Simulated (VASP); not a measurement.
# Li3Os (Pm-3m) in VASP: notebook

Runs on Li3Os. Level: r2SCAN. Tasks: single point, relaxation of cell and atoms.

Program: VASP 6.6.1. These are calculated values, not measurements. Logs are shortened: lines on timing, memory, paths and dates and some standing lists are left out, and cuts for length are marked.

## Step 1: The cell of the first run

Symmetry: Pm-3m, No. 221, cubic system. Conventional cell: a = 3.708 Å, b = 3.708 Å, c = 3.708 Å, α = 90.00°, β = 90.00°, γ = 90.00°. Li (site symmetry 4/mmm) has 8 Li at 2.62 Å and 4 Os at 2.62 Å within 3.5 Å. Within 3.5 Å of Os (site symmetry m-3m) lie 12 Li at 2.62 Å.

## Step 2: Single point, r2SCAN

Input file POSCAR:

```
Li3Os
1.0
    3.7080560875      0.0000000000      0.0000000000
    0.0000000000      3.7080560875      0.0000000000
    0.0000000000      0.0000000000      3.7080560875
Li Os
3 1
Direct
    0.0000000000      0.5000000000      0.5000000000
    0.5000000000      0.0000000000      0.5000000000
    0.5000000000      0.5000000000      0.0000000000
    0.0000000000      0.0000000000      0.0000000000
```

Input file INCAR.step1:

```
PREC = Accurate
ENCUT = 520
ISMEAR = 0
SIGMA = 0.1
LREAL = False
LASPH = True
NELM = 60
NBANDS = 16
GGA = PE
ALGO = Normal
EDIFF = 1E-4
LWAVE = True
LCHARG = False
```

Input file INCAR.step2:

```
PREC = Accurate
ENCUT = 520
EDIFF = 1E-6
ISMEAR = 0
SIGMA = 0.1
LREAL = False
LASPH = True
NELM = 60
ALGO = Normal
ISIF = 2
LWAVE = False
LCHARG = False
METAGGA = R2SCAN
LMIXTAU = True
NBANDS = 16
ISTART = 1
```

Input file KPOINTS:

```
Automatic mesh
0
Gamma
  12 12 12
```

Potentials or basis: VASP PAW PBE potentials, release 64 (Li_sv, Os).

Started as:

```console
cat potpaw_PBE.64/Li_sv/POTCAR potpaw_PBE.64/Os/POTCAR > POTCAR
cp INCAR.step1 INCAR
mpirun -np 1 vasp_std > vasp.out
cp INCAR.step2 INCAR
mpirun -np 1 vasp_std > vasp.out
```

OUTCAR:

```text
PREC = Accurate
   ENCUT = 520
   EDIFF = 1E-6
   ISMEAR = 0
   LREAL = False
   LASPH = True
   NELM = 60
   ISIF = 2
   METAGGA = R2SCAN
   ISTART = 1

 ion  position               nearest neighbor table
   1  0.000  0.500  0.500-   4 2.62   4 2.62   4 2.62   4 2.62
   2  0.500  0.000  0.500-   4 2.62   4 2.62   4 2.62   4 2.62
   3  0.500  0.500  0.000-   4 2.62   4 2.62   4 2.62   4 2.62
   4  0.000  0.000  0.000-   1 2.62   2 2.62   3 2.62   1 2.62   2 2.62   1 2.62   3 2.62   1 2.62
                             2 2.62   3 2.62   2 2.62   3 2.62

  LATTYP: Found a simple cubic cell.
 ALAT       =     3.7080560875

  Lattice vectors:

 A1 = (   3.7080560875,   0.0000000000,   0.0000000000)
 A2 = (   0.0000000000,   3.7080560875,   0.0000000000)
 A3 = (   0.0000000000,   0.0000000000,   3.7080560875)

Analysis of symmetry for initial positions (statically):
=====================================================================
 Subroutine PRICEL returns:
 Original cell was already a primitive cell.

 Routine SETGRP: Setting up the symmetry group for a
 simple cubic supercell.

 Subroutine GETGRP returns: Found 48 space group operations
 (whereof 48 operations were pure point group operations)
 out of a pool of 48 trial point group operations.

The static configuration has the point symmetry O_h .

Analysis of symmetry for dynamics (positions and initial velocities):
=====================================================================
 Subroutine PRICEL returns:
 Original cell was already a primitive cell.

 Routine SETGRP: Setting up the symmetry group for a
 simple cubic supercell.

 Subroutine GETGRP returns: Found 48 space group operations
 (whereof 48 operations were pure point group operations)
 out of a pool of 48 trial point group operations.

The dynamic configuration has the point symmetry O_h .

 Subroutine INISYM returns: Found 48 space group operations
 (whereof 48 operations are pure point group operations),
 and found     1 'primitive' translations

----------------------------------------------------------------------------------------

                                     Primitive cell

  volume of cell :      50.9846

  direct lattice vectors                    reciprocal lattice vectors
     3.708056088  0.000000000  0.000000000     0.269683084  0.000000000  0.000000000
     0.000000000  3.708056088  0.000000000     0.000000000  0.269683084  0.000000000
[... 87 lines left out ...]
   ENCUT  =  520.0 eV  38.22 Ry    6.18 a.u.   6.89  6.89  6.89*2*pi/ulx,y,z
   NELM   =     60;   NELMIN=  2; NELMDL=  0     # of ELM steps
   EDIFF  = 0.1E-05   stopping-criterion for ELM
   LREAL  =      F    real-space projection
   EDIFFG = 0.1E-04   stopping-criterion for IOM
   NSW    =      0    number of steps for IOM
   IBRION =     -1    ionic relax: 0-MD 1-quasi-New 2-CG
   NFREE  =      0    steps in history (QN), initial steepest desc. (CG)
   ISIF   =      2    stress and relaxation
   ISYM   =      2    0-nonsym 1-usesym 2-fastsym
   POTIM  = 0.5000    time-step for ionic-motion
   TEBEG  =    0.0;   TEEND  =   0.0 temperature during run
   PSTRESS=    0.0 pullay stress
   NELECT =      17.0000    total number of electrons
   NUPDOWN=      -1.0000    fix difference up-down
   EMIN   =  10.00;   EMAX   =-10.00  energy-range for DOS
   EFERMI =   0.00;   METHOD = LEGACY
   ISMEAR =     0;   SIGMA  =   0.10  broadening in eV -4-tet -1-fermi 0-gaus
   EFERMI_NEDOS =   21; number of points for ismear=-14 and -15
   IALGO  =     38    algorithm
   IMIX   =      4    mixing-type and parameters
     AMIX     =   0.40;   BMIX     =  1.00
     AMIX_MAG =   1.60;   BMIX_MAG =  1.00
  volume/ion in A,a.u.               =      12.75        86.02
  Fermi-wavevector in a.u.,A,eV,Ry     =   1.135215  2.145246 17.534011  1.288713
  Thomas-Fermi vector in A             =   2.271920
   LORBIT       =      0    0 simple, 1 ext, 2 COOP (PROOUT), +10 PAW based schemes
   METAGGA = R2SCAN    functional components
   LHFCALC =     F    Hartree Fock is set to
   AEXX    =    0.0000 exact exchange contribution
   IVDW    =     0    specifies the selected vdW correction
   LEPSILON=     F    determine dielectric tensor
   LRPA    =     F    only Hartree local field effects (RPA)
 non-spin polarized calculation
 Gauss-broadening in eV      SIGMA  =   0.10
  energy-cutoff  :      520.00
  volume of cell :       50.98
 maximum number of plane-waves:      1406
 NGX is ok and might be reduce to    28
   NGX = 13   NGY = 13   NGZ = 13

 number of electron      16.9999970 magnetization

 Free energy of the ion-electron system (eV)
  ---------------------------------------------------
  ext. energy  EPLUGINS =         0.00000000
  ---------------------------------------------------
  free energy    TOTEN  =       -57.91913380 eV

  energy without entropy =      -57.89993856  energy(sigma->0) =      -57.90953618

 E-fermi :   2.8705     XC(G=0): -10.7141

 val. band max:        2.8663233401   @ k =   0.5000   0.4167   0.1667
 cond. band min:       2.8829683370   @ k =   0.2500   0.0833   0.0833
 fundamental gap:      0.0166449969
 Fermi energy:         2.8705024428

 k-point     1 :       0.0000    0.0000    0.0000
  band No.  band energies     occupation
      1     -43.3767      2.00000
      2     -43.2733      2.00000
      3     -43.2733      2.00000
      4      -2.3944      2.00000
      5       1.4150      2.00000
      6       1.4150      2.00000
[... 433 lines left out ...]
      3     -43.2887      2.00000
      4      -0.5392      2.00000
      5       0.7053      2.00000
      6       2.0599      2.00000
[... 8 lines left out ...]
     15      15.3785      0.00000
     16      15.8012      0.00000

 [... further k-points ...]
[... 5 lines left out ...]
  --------------------------------------------------------------------------------------
  -------------------------------------------------------------------------------------
  Total        0.0836355      0.0836355      0.0836355      0.0000000      0.0000000     -0.0000000
  in kB        2.6282234      2.6282234      2.6282234      0.0000000      0.0000000     -0.0000000
  external PRESSURE =       2.6282234 kB  Pullay stress =       0.0000000 kB

 VOLUME and BASIS-vectors are now :
 -----------------------------------------------------------------------------
  energy-cutoff  :      520.00
  volume of cell :       50.98
      direct lattice vectors                 reciprocal lattice vectors
     3.708056088  0.000000000  0.000000000     0.269683084  0.000000000  0.000000000
     0.000000000  3.708056088  0.000000000     0.000000000  0.269683084  0.000000000
     0.000000000  0.000000000  3.708056088     0.000000000  0.000000000  0.269683084

 POSITION                                       TOTAL-FORCE (eV/Angst)
 -----------------------------------------------------------------------------------
      0.00000      1.85403      1.85403         0.000000      0.000000      0.000000
      1.85403      0.00000      1.85403         0.000000      0.000000      0.000000
      1.85403      1.85403      0.00000         0.000000      0.000000      0.000000
      0.00000      0.00000      0.00000         0.000000      0.000000      0.000000
 -----------------------------------------------------------------------------------
    total drift:                                0.000000      0.000000      0.000000

  FREE ENERGIE OF THE ION-ELECTRON SYSTEM (eV)
  ---------------------------------------------------
  free  energy   TOTEN  =       -57.9191337970 eV

  energy  without entropy=      -57.8999385569  energy(sigma->0) =      -57.90953618
```

OSZICAR.step1:

```text
N       E                     dE             d eps       ncg     rms          rms(c)
DAV:   1     0.848116531104E+02    0.84812E+02   -0.72720E+03  2712   0.109E+03
DAV:   2    -0.159953371874E+01   -0.86411E+02   -0.77678E+02  3072   0.282E+02
DAV:   3    -0.157400580316E+02   -0.14141E+02   -0.13737E+02  5168   0.661E+01
DAV:   4    -0.159985214851E+02   -0.25846E+00   -0.25735E+00  3232   0.134E+01
DAV:   5    -0.160064287514E+02   -0.79073E-02   -0.79035E-02  4432   0.180E+00    0.832E+00
DAV:   6    -0.154560221117E+02    0.55041E+00   -0.58805E+00  4080   0.151E+01    0.449E+00
DAV:   7    -0.148931120557E+02    0.56291E+00   -0.12962E+00  3608   0.728E+00    0.147E+00
DAV:   8    -0.148760618243E+02    0.17050E-01   -0.85374E-02  3888   0.153E+00    0.494E-01
DAV:   9    -0.148751408152E+02    0.92101E-03   -0.12340E-02  4096   0.712E-01    0.174E-01
DAV:  10    -0.148753191138E+02   -0.17830E-03   -0.11372E-03  3888   0.207E-01    0.971E-02
DAV:  11    -0.148751620584E+02    0.15706E-03   -0.34818E-04  3056   0.145E-01    0.796E-03
DAV:  12    -0.148751635735E+02   -0.15151E-05   -0.18848E-05  1728   0.373E-02
   1 F= -.14875164E+02 E0= -.14865259E+02  d E =-.198097E-01
```

Wall time 2.1 min (1 thread of Intel Xeon 6975P-C (Granite Rapids), shared host); peak memory 0.21 GiB.

What came out:

| Quantity | Value |
| --- | --- |
| Free energy | -57.9191 eV |
| Band gap on the k mesh | zero (an odd number of electrons rules out a gap without spin polarisation) |

Caveat: the cutoff is under 1.25 times the usual one of these potentials, so pressure, stress and relaxed cells hold a basis-set (Pulay) error; the PAW data sets were made with another functional, which shifts forces and pressure a little; spin-orbit coupling is left out, which moves the levels of the heavy elements.

## Step 3: Relaxation of cell and atoms, r2SCAN

This run uses another cell than the first one, of 12.14 Å³/atom.

Input file POSCAR:

```
Li3Os
1.0
    3.6478766918      0.0000000000      0.0000000000
    0.0000000000      3.6478766918      0.0000000000
    0.0000000000      0.0000000000      3.6478766918
Li Os
3 1
Direct
    0.0000000000      0.5000000000      0.5000000000
    0.5000000000      0.0000000000      0.5000000000
    0.5000000000      0.5000000000      0.0000000000
    0.0000000000      0.0000000000      0.0000000000
```

Input file INCAR.step1:

```
SYSTEM = Li3Os
ALGO = Normal
EDIFF = 1E-4
ENCUT = 600
GGA = PE
ISMEAR = 0
LASPH = .TRUE.
LCHARG = .FALSE.
LREAL = .FALSE.
LWAVE = .TRUE.
NELM = 100
PREC = Accurate
SIGMA = 0.1
```

Input file INCAR.step2:

```
SYSTEM = Li3Os
ALGO = Normal
EDIFF = 1E-6
EDIFFG = -0.01
ENCUT = 600
IBRION = 2
ISIF = 3
ISMEAR = 0
ISTART = 1
LASPH = .TRUE.
LCHARG = .FALSE.
LMIXTAU = .TRUE.
LREAL = .FALSE.
LWAVE = .FALSE.
METAGGA = R2SCAN
NELM = 100
NSW = 100
PREC = Accurate
SIGMA = 0.1
```

Input file KPOINTS:

```
k-points
0
G
  12 12 12
  0 0 0
```

Potentials or basis: VASP PAW PBE potentials, release 64 (Li_sv, Os).

Started as:

```console
cat potpaw_PBE.64/Li_sv/POTCAR potpaw_PBE.64/Os/POTCAR > POTCAR
cp INCAR.step1 INCAR
mpirun -np 1 vasp_std > vasp.out
cp INCAR.step2 INCAR
mpirun -np 1 vasp_std > vasp.out
```

OUTCAR:

```text
SYSTEM = Li3Os
   EDIFF = 1E-6
   EDIFFG = -0.01
   ENCUT = 600
   IBRION = 2
   ISIF = 3
   ISMEAR = 0
   ISTART = 1
   LASPH = .TRUE.
   LREAL = .FALSE.
   METAGGA = R2SCAN
   NELM = 100
   NSW = 100
   PREC = Accurate

 ion  position               nearest neighbor table
   1  0.000  0.500  0.500-   2 2.58   3 2.58   4 2.58   3 2.58   4 2.58   2 2.58   4 2.58   4 2.58
                             2 2.58   3 2.58   3 2.58   2 2.58
   2  0.500  0.000  0.500-   1 2.58   3 2.58   4 2.58   3 2.58   4 2.58   1 2.58   3 2.58   3 2.58
                             1 2.58   4 2.58   4 2.58   1 2.58
   3  0.500  0.500  0.000-   1 2.58   2 2.58   4 2.58   1 2.58   2 2.58   2 2.58   4 2.58   2 2.58
                             1 2.58   4 2.58   1 2.58   4 2.58
   4  0.000  0.000  0.000-   1 2.58   2 2.58   3 2.58   1 2.58   2 2.58   1 2.58   3 2.58   1 2.58
                             2 2.58   3 2.58   2 2.58   3 2.58

  LATTYP: Found a simple cubic cell.
 ALAT       =     3.6478766918

  Lattice vectors:

 A1 = (   3.6478766918,   0.0000000000,   0.0000000000)
 A2 = (   0.0000000000,   3.6478766918,   0.0000000000)
 A3 = (   0.0000000000,   0.0000000000,   3.6478766918)

Analysis of symmetry for initial positions (statically):
=====================================================================
 Subroutine PRICEL returns:
 Original cell was already a primitive cell.

 Routine SETGRP: Setting up the symmetry group for a
 simple cubic supercell.
[... 183 lines left out ...]
  external PRESSURE =      36.4071395 kB  Pullay stress =       0.0000000 kB
[... 101 lines left out ...]
--------------------------------------- Ionic step        4  -------------------------------------------

 number of electron      17.0000022 magnetization

 Free energy of the ion-electron system (eV)
  ---------------------------------------------------
  ext. energy  EPLUGINS =         0.00000000
  ---------------------------------------------------
  free energy    TOTEN  =       -57.91484834 eV

  energy without entropy =      -57.89557115  energy(sigma->0) =      -57.90520974

 E-fermi :   2.8270     XC(G=0): -10.6832

 val. band max:        2.8222995234   @ k =   0.5000   0.4167   0.1667
 cond. band min:       2.8392870072   @ k =   0.2500   0.0833   0.0833
 fundamental gap:      0.0169874838
 Fermi energy:         2.8269595170

 k-point     1 :       0.0000    0.0000    0.0000
  band No.  band energies     occupation
      1     -43.4167      2.00000
      2     -43.3156      2.00000
      3     -43.3156      2.00000
      4      -2.4257      2.00000
      5       1.3869      2.00000
      6       1.3869      2.00000
      7       2.9698      0.04343
      8       2.9698      0.04342
      9       2.9698      0.04342
     10       6.1919      0.00000
     11       6.1919      0.00000
     12       6.1919      0.00000
[... 331 lines left out ...]
 k-point    24 :       0.4167    0.3333    0.0000
  band No.  band energies     occupation
      1     -43.3681      2.00000
      2     -43.3440      2.00000
      3     -43.3305      2.00000
      4      -0.5684      2.00000
      5       0.6774      2.00000
      6       2.0232      2.00000
      7       2.0612      2.00000
      8       2.2838      2.00000
      9       2.7196      1.87101
     10       4.4634      0.00000
     11       5.8311      0.00000
     12       7.5938      0.00000

 [... further k-points ...]
[... 5 lines left out ...]
  --------------------------------------------------------------------------------------
  -------------------------------------------------------------------------------------
  Total       -0.0000146     -0.0000146     -0.0000146     -0.0000000      0.0000000      0.0000000
  in kB       -0.0004548     -0.0004548     -0.0004548     -0.0000000      0.0000000      0.0000000
  external PRESSURE =      -0.0004548 kB  Pullay stress =       0.0000000 kB
[... 19 lines left out ...]
  FREE ENERGIE OF THE ION-ELECTRON SYSTEM (eV)
  ---------------------------------------------------
  free  energy   TOTEN  =       -57.9148483393 eV

  energy  without entropy=      -57.8955711463  energy(sigma->0) =      -57.90520974

 reached required accuracy - stopping structural energy minimisation
```

It took 6.8 min on 1 thread of Intel Xeon 6975P-C (Granite Rapids), shared host; peak memory 0.24 GiB.

Results:

| Quantity | Value |
| --- | --- |
| Free energy | -57.9148 eV |
| Relaxed volume | 12.83 Å³/atom |
| Relaxed cell | a = 3.716 Å, b = 3.716 Å, c = 3.716 Å, α = 90.00°, β = 90.00°, γ = 90.00° |
| Space group after relaxing (to 0.1 Å) | Pm-3m (No. 221) |
| Energy gained by relaxing | 7.5 meV/atom |
| Ionic steps | 4 |
| Pressure after relaxing | 0.0 GPa |
| Band gap on the k mesh | zero (an odd number of electrons rules out a gap without spin polarisation) |

Step by step:
```tsv
step	energy change (eV)	largest force (eV/Å)	pressure (GPa)	volume (Å³)
1	0.0000	0.0000	3.64	48.54
2	-0.0274	0.0000	1.13	50.51
3	-0.0299	0.0000	-0.18	51.46
4	-0.0300	0.0000	0.00	51.33
```

Final structure:
```
Li Os
1.0
     3.71646    0.00000    0.00000
     0.00000    3.71646    0.00000
     0.00000    0.00000    3.71646
Li Os
3 1
Direct
  0.00000 0.50000 0.50000
  0.50000 0.00000 0.50000
  0.50000 0.50000 0.00000
  0.00000 0.00000 0.00000
```

Caveat: the cutoff is under 1.25 times the usual one of these potentials, so pressure, stress and relaxed cells hold a basis-set (Pulay) error; the PAW data sets were made with another functional, which shifts forces and pressure a little; spin-orbit coupling is left out, which moves the levels of the heavy elements.
